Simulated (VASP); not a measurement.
# Na3In (Fm-3m) in VASP: a series of runs

Runs on Na3In. Level: LDA. Tasks: single point.

Everything below comes from runs of VASP 6.6.1. Logs are shortened: lines on timing, memory, paths and dates and some standing lists are left out, and cuts for length are marked.

## 1. The cell of the first run

It takes space group Fm-3m (No. 225, cubic). Conventional cell: a = 7.781 Å, b = 7.781 Å, c = 7.781 Å, α = 90.00°, β = 90.00°, γ = 90.00°. Within 4.4 Å of Na (site symmetry -43m) lie 10 Na at 3.37 to 3.89 Å and 4 In at 3.37 Å. Na (site symmetry m-3m) has 8 Na at 3.37 Å and 6 In at 3.89 Å within 4.4 Å. In (site symmetry m-3m) has 14 Na at 3.37 to 3.89 Å within 4.4 Å.

## 2. Single point, LDA

Contents of INCAR:

```
PREC = Accurate
ENCUT = 500
EDIFF = 1E-6
ISMEAR = 0
SIGMA = 0.1
LREAL = F
LASPH = T
NELM = 120
ALGO = Normal
ISIF = 2
LWAVE = F
LCHARG = F
GGA = CA
NBANDS = 25
GGA_COMPAT = F
```

Contents of KPOINTS:

```
Automatic mesh
0
Gamma
  2 2 2
```

Contents of POSCAR:

```
Na3In
1.0
    0.0000000000      3.8904590000      3.8904590000
    3.8904590000      0.0000000000      3.8904590000
    3.8904590000      3.8904590000      0.0000000000
Na In
3 1
Direct
    0.2500000000      0.2500000000      0.2500000000
    0.7500000000      0.7500000000      0.7500000000
    0.5000000000      0.5000000000      0.5000000000
    0.0000000000      0.0000000000      0.0000000000
```

Potentials or basis: VASP PAW LDA potentials, release 64 (Na_pv, In_d).

The run is started by

```sh
$ cat potpaw_LDA.64/Na_pv/POTCAR potpaw_LDA.64/In_d/POTCAR > POTCAR
$ mpirun -np 1 vasp_std > vasp.out
```

OUTCAR:

```text
PREC = Accurate
   ENCUT = 500
   EDIFF = 1E-6
   ISMEAR = 0
   LREAL = F
   LASPH = T
   NELM = 120
   ISIF = 2
   GGA = CA

 ion  position               nearest neighbor table
   1  0.250  0.250  0.250-   4 3.37   4 3.37   4 3.37   4 3.37
   2  0.750  0.750  0.750-   4 3.37   4 3.37   4 3.37   4 3.37
   3  0.500  0.500  0.500-
   4  0.000  0.000  0.000-   2 3.37   2 3.37   2 3.37   1 3.37   2 3.37   1 3.37   1 3.37   1 3.37

  LATTYP: Found a face centered cubic cell.
 ALAT       =     7.7809180000

  Lattice vectors:

 A1 = (   0.0000000000,   3.8904590000,   3.8904590000)
 A2 = (   3.8904590000,   0.0000000000,   3.8904590000)
 A3 = (   3.8904590000,   3.8904590000,   0.0000000000)

Analysis of symmetry for initial positions (statically):
=====================================================================
 Subroutine PRICEL returns:
 Original cell was already a primitive cell.

 Routine SETGRP: Setting up the symmetry group for a
 face centered cubic supercell.

 Subroutine GETGRP returns: Found 48 space group operations
 (whereof 48 operations were pure point group operations)
 out of a pool of 48 trial point group operations.

The static configuration has the point symmetry O_h .

Analysis of symmetry for dynamics (positions and initial velocities):
=====================================================================
 Subroutine PRICEL returns:
 Original cell was already a primitive cell.

 Routine SETGRP: Setting up the symmetry group for a
 face centered cubic supercell.

 Subroutine GETGRP returns: Found 48 space group operations
 (whereof 48 operations were pure point group operations)
 out of a pool of 48 trial point group operations.

The dynamic configuration has the point symmetry O_h .

 Subroutine INISYM returns: Found 48 space group operations
 (whereof 48 operations are pure point group operations),
 and found     1 'primitive' translations

----------------------------------------------------------------------------------------

                                     Primitive cell

  volume of cell :     117.7694

  direct lattice vectors                    reciprocal lattice vectors
     0.000000000  3.890459000  3.890459000    -0.128519540  0.128519540  0.128519540
     3.890459000  0.000000000  3.890459000     0.128519540 -0.128519540  0.128519540
     3.890459000  3.890459000  0.000000000     0.128519540  0.128519540 -0.128519540

  length of vectors
     5.501939882  5.501939882  5.501939882     0.222602373  0.222602373  0.222602373

  position of ions in fractional coordinates (direct lattice)
     0.250000000  0.250000000  0.250000000
     0.750000000  0.750000000  0.750000000
     0.500000000  0.500000000  0.500000000
     0.000000000  0.000000000  0.000000000

  ion indices of the primitive-cell ions
   primitive index   ion index
                 1           1
                 2           2
                 3           3
                 4           4

----------------------------------------------------------------------------------------

 KPOINTS: Automatic mesh

Automatic generation of k-mesh.
 Grid dimensions read from file:
 generate k-points for:    2    2    2

 Generating k-lattice:

  Cartesian coordinates                     Fractional coordinates (reciprocal lattice)
    -0.064259770  0.064259770  0.064259770     0.500000000  0.000000000  0.000000000
     0.064259770 -0.064259770  0.064259770     0.000000000  0.500000000  0.000000000
     0.064259770  0.064259770 -0.064259770     0.000000000  0.000000000  0.500000000

  Length of vectors
     0.111301186  0.111301186  0.111301186

  Shift w.r.t. Gamma in fractional coordinates (k-lattice)
     0.000000000  0.000000000  0.000000000

 Subroutine IBZKPT returns following result:
 ===========================================

 Found      3 irreducible k-points:

 Following reciprocal coordinates:
            Coordinates               Weight
  0.000000  0.000000  0.000000      1.000000
  0.500000  0.000000  0.000000      4.000000
  0.500000  0.500000  0.000000      3.000000
   k-points           NKPTS =      3   k-points in BZ     NKDIM =      3   number of bands    NBANDS=     25
   number of dos      NEDOS =    301   number of ions     NIONS =      4
   total plane-waves  NPLWV =  64000
   dimension x,y,z NGX =    40 NGY =   40 NGZ =   40
   dimension x,y,z NGXF=    80 NGYF=   80 NGZF=   80
   ions per type =               3   1
   NGX,Y,Z   is equivalent  to a cutoff of  12.09, 12.09, 12.09 a.u.
   NGXF,Y,Z  is equivalent  to a cutoff of  24.17, 24.17, 24.17 a.u.
 SYSTEM =  unknown system
   PREC   = accura    normal or accurate (medium, high low for compatibility)
   ISTART =      0    job   : 0-new  1-cont  2-samecut
   ICHARG =      2    charge: 1-file 2-atom 10-const
   ISPIN  =      1    spin polarized calculation?
   LNONCOLLINEAR =      F non collinear calculations
   LSORBIT =      F    spin-orbit coupling
   LASPH  =      T    aspherical Exc in radial PAW
   ENCUT  =  500.0 eV  36.75 Ry    6.06 a.u.  10.03 10.03 10.03*2*pi/ulx,y,z
   NELM   =    120;   NELMIN=  2; NELMDL= -5     # of ELM steps
   EDIFF  = 0.1E-05   stopping-criterion for ELM
   LREAL  =      F    real-space projection
   EDIFFG = 0.1E-04   stopping-criterion for IOM
   NSW    =      0    number of steps for IOM
   IBRION =     -1    ionic relax: 0-MD 1-quasi-New 2-CG
   NFREE  =      0    steps in history (QN), initial steepest desc. (CG)
   ISIF   =      2    stress and relaxation
   ISYM   =      2    0-nonsym 1-usesym 2-fastsym
   POTIM  = 0.5000    time-step for ionic-motion
   TEBEG  =    0.0;   TEEND  =   0.0 temperature during run
   PSTRESS=    0.0 pullay stress
   NELECT =      34.0000    total number of electrons
   NUPDOWN=      -1.0000    fix difference up-down
   EMIN   =  10.00;   EMAX   =-10.00  energy-range for DOS
   EFERMI =   0.00;   METHOD = LEGACY
   ISMEAR =     0;   SIGMA  =   0.10  broadening in eV -4-tet -1-fermi 0-gaus
   EFERMI_NEDOS =   21; number of points for ismear=-14 and -15
   IALGO  =     38    algorithm
   IMIX   =      4    mixing-type and parameters
     AMIX     =   0.40;   BMIX     =  1.00
     AMIX_MAG =   1.60;   BMIX_MAG =  1.00
  volume/ion in A,a.u.               =      29.44       198.69
  Fermi-wavevector in a.u.,A,eV,Ry     =   1.081991  2.044666 15.928401  1.170704
  Thomas-Fermi vector in A             =   2.218021
   LORBIT       =      0    0 simple, 1 ext, 2 COOP (PROOUT), +10 PAW based schemes
   GGA     = CA    functional components
   LHFCALC =     F    Hartree Fock is set to
   AEXX    =    0.0000 exact exchange contribution
   IVDW    =     0    specifies the selected vdW correction
   LEPSILON=     F    determine dielectric tensor
   LRPA    =     F    only Hartree local field effects (RPA)
 non-spin polarized calculation
 Gauss-broadening in eV      SIGMA  =   0.10
  energy-cutoff  :      500.00
  volume of cell :      117.77
 maximum number of plane-waves:      3002
   NGX = 21   NGY = 21   NGZ = 21

 number of electron      34.0000006 magnetization

 Free energy of the ion-electron system (eV)
  ---------------------------------------------------
  ext. energy  EPLUGINS =         0.00000000
  ---------------------------------------------------
  free energy    TOTEN  =        -7.10200839 eV

  energy without entropy =       -7.06261857  energy(sigma->0) =       -7.08231348

 E-fermi :   2.4487     XC(G=0):  -8.0640

 val. band max:        2.3985880602   @ k =   0.5000   0.5000   0.0000
 cond. band min:       2.5435608108   @ k =   0.5000   0.0000   0.0000
 fundamental gap:      0.1449727506
 Fermi energy:         2.4486615408

 k-point     1 :       0.0000    0.0000    0.0000
  band No.  band energies     occupation
      1     -22.6947      2.00000
      2     -22.6947      2.00000
      3     -22.6947      2.00000
      4     -22.6856      2.00000
      5     -22.6856      2.00000
      6     -22.6856      2.00000
[... 17 lines left out ...]
     24       7.1098      0.00000
     25       7.1287      0.00000

 k-point     2 :       0.5000    0.0000    0.0000
  band No.  band energies     occupation
      1     -22.6918      2.00000
      2     -22.6918      2.00000
      3     -22.6913      2.00000
      4     -22.6896      2.00000
      5     -22.6893      2.00000
      6     -22.6893      2.00000
[... 17 lines left out ...]
     24       8.3385      0.00000
     25       8.7504      0.00000

 k-point     3 :       0.5000    0.5000    0.0000
  band No.  band energies     occupation
      1     -22.6994      2.00000
      2     -22.6994      2.00000
      3     -22.6979      2.00000
      4     -22.6828      2.00000
      5     -22.6828      2.00000
      6     -22.6815      2.00000
[... 17 lines left out ...]
     24       9.3881      0.00000
     25       9.6227      0.00000

------------------------ aborting loop because EDIFF is reached ----------------------------------------

  FORCE on cell =-STRESS in cart. coord.  units (eV):
  Direction    XX          YY          ZZ          XY          YZ          ZX
  --------------------------------------------------------------------------------------
  -------------------------------------------------------------------------------------
  Total       -0.8519685     -0.8519685     -0.8519685      0.0000000      0.0000000     -0.0000000
  in kB      -11.5904841    -11.5904841    -11.5904841      0.0000000      0.0000000     -0.0000000
  external PRESSURE =     -11.5904841 kB  Pullay stress =       0.0000000 kB

 VOLUME and BASIS-vectors are now :
 -----------------------------------------------------------------------------
  energy-cutoff  :      500.00
  volume of cell :      117.77
      direct lattice vectors                 reciprocal lattice vectors
     0.000000000  3.890459000  3.890459000    -0.128519540  0.128519540  0.128519540
     3.890459000  0.000000000  3.890459000     0.128519540 -0.128519540  0.128519540
     3.890459000  3.890459000  0.000000000     0.128519540  0.128519540 -0.128519540

 POSITION                                       TOTAL-FORCE (eV/Angst)
 -----------------------------------------------------------------------------------
      1.94523      1.94523      1.94523        -0.000000     -0.000000     -0.000000
      5.83569      5.83569      5.83569         0.000000      0.000000      0.000000
      3.89046      3.89046      3.89046         0.000000      0.000000      0.000000
      0.00000      0.00000      0.00000         0.000000      0.000000      0.000000
 -----------------------------------------------------------------------------------
    total drift:                               -0.000000      0.000000      0.000000

  FREE ENERGIE OF THE ION-ELECTRON SYSTEM (eV)
  ---------------------------------------------------
  free  energy   TOTEN  =        -7.1020083887 eV

  energy  without entropy=       -7.0626185651  energy(sigma->0) =       -7.08231348
```

Run time: 5.1 s. Hardware: 1 thread of AMD EPYC 9R45 (Zen 5), shared host; peak memory 0.15 GiB.

Results:

```
Free energy            : -7.1020 eV
Pressure               : -1.2 GPa
Band gap on the k mesh : zero (bands 17 and 18 overlap by 1.33 eV)
```

Caveat: the k points lie up to 0.70 Å⁻¹ apart, too coarse for converged energies and pressures of a metal; spin-orbit coupling is left out, which moves the levels of the heavy elements.

## 3. Single point, LDA

INCAR is that of step 2.

Contents of KPOINTS:

```
regular mesh
0
Gamma
  3 3 3
```

POSCAR is that of step 2.

Potentials or basis: VASP PAW LDA potentials, release 64 (Na_pv, In_d).

The run is started by

```sh
$ cat potpaw_LDA.64/Na_pv/POTCAR potpaw_LDA.64/In_d/POTCAR > POTCAR
$ mpirun -np 1 vasp_std > vasp.out
```

OUTCAR:

```text
PREC = Accurate
   ENCUT = 500
   EDIFF = 1E-6
   ISMEAR = 0
   LREAL = F
   LASPH = T
   NELM = 120
   ISIF = 2
   GGA = CA

 ion  position               nearest neighbor table
   1  0.250  0.250  0.250-   4 3.37   4 3.37   4 3.37   4 3.37
   2  0.750  0.750  0.750-   4 3.37   4 3.37   4 3.37   4 3.37
   3  0.500  0.500  0.500-
   4  0.000  0.000  0.000-   2 3.37   2 3.37   2 3.37   1 3.37   2 3.37   1 3.37   1 3.37   1 3.37

  LATTYP: Found a face centered cubic cell.
[... 287 lines left out ...]
  Direction    XX          YY          ZZ          XY          YZ          ZX
  --------------------------------------------------------------------------------------
  -------------------------------------------------------------------------------------
  Total       -1.1952085     -1.1952085     -1.1952085      0.0000000     -0.0000000      0.0000000
  in kB      -16.2600449    -16.2600449    -16.2600449      0.0000000     -0.0000000      0.0000000
  external PRESSURE =     -16.2600449 kB  Pullay stress =       0.0000000 kB

 VOLUME and BASIS-vectors are now :
 -----------------------------------------------------------------------------
  energy-cutoff  :      500.00
  volume of cell :      117.77
      direct lattice vectors                 reciprocal lattice vectors
     0.000000000  3.890459000  3.890459000    -0.128519540  0.128519540  0.128519540
     3.890459000  0.000000000  3.890459000     0.128519540 -0.128519540  0.128519540
     3.890459000  3.890459000  0.000000000     0.128519540  0.128519540 -0.128519540

 POSITION                                       TOTAL-FORCE (eV/Angst)
 -----------------------------------------------------------------------------------
      1.94523      1.94523      1.94523        -0.000000     -0.000000     -0.000000
      5.83569      5.83569      5.83569         0.000000      0.000000      0.000000
      3.89046      3.89046      3.89046        -0.000000      0.000000     -0.000000
      0.00000      0.00000      0.00000        -0.000000      0.000000     -0.000000
 -----------------------------------------------------------------------------------
    total drift:                               -0.000000      0.000000      0.000000

  FREE ENERGIE OF THE ION-ELECTRON SYSTEM (eV)
  ---------------------------------------------------
  free  energy   TOTEN  =        -7.7537567138 eV

  energy  without entropy=       -7.7294768480  energy(sigma->0) =       -7.74161678
```

stdout:

```text
POSCAR found type information on POSCAR NaIn
 POSCAR found :  2 types and       4 ions
 scaLAPACK will be used
 LDA part: xc-table for (Slater(with rela. corr.)+CA(PZ))
 , standard interpolation
 POSCAR, INCAR and KPOINTS ok, starting setup
 FFT: planning ... GRIDC
 FFT: planning ... GRID_SOFT
 FFT: planning ... GRID
 WAVECAR not read
 entering main loop
```

Run time: 6.9 s. Hardware: 1 thread of AMD EPYC 9R45 (Zen 5), shared host; peak memory 0.15 GiB.

Results:

```
Free energy            : -7.7538 eV
Pressure               : -1.6 GPa
Band gap on the k mesh : zero (bands 17 and 18 overlap by 1.14 eV)
```

Caveat: the k points lie up to 0.47 Å⁻¹ apart, too coarse for converged energies and pressures of a metal; spin-orbit coupling is left out, which moves the levels of the heavy elements.

## 4. Single point, LDA

Contents of INCAR:

```
SYSTEM = Na3In
ALGO = Normal ; EDIFF = 1E-6
ENCUT = 500 ; GGA_COMPAT = .FALSE.
ISIF = 2 ; ISMEAR = 0
LASPH = .TRUE. ; LCHARG = .FALSE.
LREAL = .FALSE. ; LWAVE = .FALSE.
NBANDS = 25 ; NELM = 120
PREC = Accurate ; SIGMA = 0.1
```

Contents of KPOINTS:

```
k-points
0
G
  4 4 4
  0 0 0
```

POSCAR is that of step 3.

The run is started by

```sh
$ cat potpaw_LDA.64/Na_pv/POTCAR potpaw_LDA.64/In_d/POTCAR > POTCAR
$ mpirun -np 1 vasp_std > vasp.out
```

It took 12 s on 1 thread of AMD EPYC 9R45 (Zen 5), shared host; peak memory 0.16 GiB.

It converged, with:

```yaml
Free_energy: -7.8695 eV
Pressure: -1.5 GPa
Band_gap_on_the_k_mesh: zero (bands 17 and 18 overlap by 2.13 eV)
```

Levels at points of the mesh, in eV from the Fermi level:
| k point | band 13 | band 14 | band 15 | band 16 | band 17 | band 18 | band 19 | band 20 |
| --- | --- | --- | --- | --- | --- | --- | --- | --- |
| (0.00, 0.00, 0.00) | -14.41 | -14.41 | -6.04 | 1.01 | 1.01 | 1.01 | 1.03 | 3.28 |
| (0.50, 0.00, 0.00) | -14.41 | -14.41 | -5.22 | -2.49 | 0.61 | 0.61 | 1.66 | 2.70 |
| (0.50, 0.50, 0.00) | -14.42 | -14.41 | -4.96 | -2.05 | -0.35 | -0.35 | 0.31 | 1.68 |

Caveat: spin-orbit coupling is left out, which moves the levels of the heavy elements.

## 5. Single point, LDA

Contents of INCAR:

```
SYSTEM = Na3In
ALGO = Normal ; EDIFF = 1E-6
ENCUT = 500 ; GGA = CA
GGA_COMPAT = .FALSE. ; ISIF = 2
ISMEAR = 0 ; LASPH = .TRUE.
LCHARG = .TRUE. ; LELF = .TRUE.
LREAL = .FALSE. ; LVHAR = .TRUE.
LWAVE = .FALSE. ; NBANDS = 25
NELM = 120 ; PREC = Accurate
SIGMA = 0.1
```

Contents of KPOINTS:

```
k-points
0
G
  5 5 5
  0 0 0
```

POSCAR is that of step 4.

The run is started by

```sh
$ cat potpaw_LDA.64/Na_pv/POTCAR potpaw_LDA.64/In_d/POTCAR > POTCAR
$ mpirun -np 1 vasp_std > vasp.out
```

Run time: 14 s. Hardware: 1 thread of AMD EPYC 9R45 (Zen 5), shared host; peak memory 0.17 GiB.

The run converged. Its results:

- Free energy: -7.8166 eV
- Pressure: -1.4 GPa
- Band gap on the k mesh: zero (bands 17 and 18 overlap by 1.62 eV)

Levels at points of the mesh, in eV from the Fermi level:
| k point | band 14 | band 15 | band 16 | band 17 | band 18 | band 19 | band 20 | band 21 |
| --- | --- | --- | --- | --- | --- | --- | --- | --- |
| (0.00, 0.00, 0.00) | -14.20 | -5.82 | 1.23 | 1.23 | 1.23 | 1.25 | 3.50 | 3.50 |

Caveat: spin-orbit coupling is left out, which moves the levels of the heavy elements.

## 6. Single point, LDA

Contents of INCAR:

```
ALGO     = Normal         # electronic algorithm
EDIFF    = 1E-6           # SCF threshold, eV
ENCUT    = 500            # plane-wave cutoff, eV
GGA      = CA             # functional
GGA_COMPAT= False        
ISIF     = 2              # what is computed and relaxed
ISMEAR   = 0              # smearing method
LASPH    = True           # aspherical terms in the spheres
LCHARG   = False          # write CHGCAR
LREAL    = False          # projectors in reciprocal space
LWAVE    = False          # write WAVECAR
NBANDS   = 25             # bands
NELM     = 120            # most SCF steps
PREC     = Accurate       # precision mode
SIGMA    = 0.1            # smearing width, eV
```

Contents of KPOINTS:

```
k-points
0
Gamma
  6 6 6
```

POSCAR is that of step 5.

Potentials or basis: VASP PAW LDA potentials, release 64 (Na_pv, In_d).

The run is started by

```sh
$ cat potpaw_LDA.64/Na_pv/POTCAR potpaw_LDA.64/In_d/POTCAR > POTCAR
$ mpirun -np 1 vasp_std > vasp.out
```

Run time: 19 s. Hardware: 1 thread of AMD EPYC 9R45 (Zen 5), shared host; peak memory 0.17 GiB.

Results (log left out):

```
Free energy            : -7.7869 eV
Pressure               : -1.3 GPa
Band gap on the k mesh : zero (bands 17 and 18 overlap by 2.01 eV)
```

Levels at points of the mesh, in eV from the Fermi level:
```tsv
k point	band 12	band 13	band 14	band 15	band 16	band 17	band 18	band 19	band 20	band 21
(0.00, 0.00, 0.00)	-14.27	-14.26	-14.26	-5.88	1.17	1.17	1.17	1.19	3.44	3.44
(0.50, 0.00, 0.00)	-14.27	-14.25	-14.25	-5.06	-2.33	0.76	0.76	1.83	2.86	2.86
(0.50, 0.50, 0.00)	-14.26	-14.26	-14.25	-4.80	-1.88	-0.19	-0.19	0.48	1.84	6.23
```

Caveat: spin-orbit coupling is left out, which moves the levels of the heavy elements.

## 7. The runs side by side

| k mesh | gap on the mesh (eV) | pressure (GPa) |
| --- | --- | --- |
| 2 × 2 × 2 | none | -1.2 |
| 3 × 3 × 3 | none | -1.6 |
| 4 × 4 × 4 | none | -1.5 |
| 5 × 5 × 5 | none | -1.4 |
| 6 × 6 × 6 | none | -1.3 |

Alike in all rows: task single point; level LDA; potentials or basis VASP PAW LDA potentials, release 64 (Na_pv, In_d); no spin polarisation; cell as given; cutoff (eV) 500; smearing gaussian 0.1 eV.

Caveats: some runs use coarse meshes; spin-orbit coupling is left out, which moves the levels of the heavy elements.

Total energies depend on the potentials used, so only differences within one code and one set of settings carry meaning.
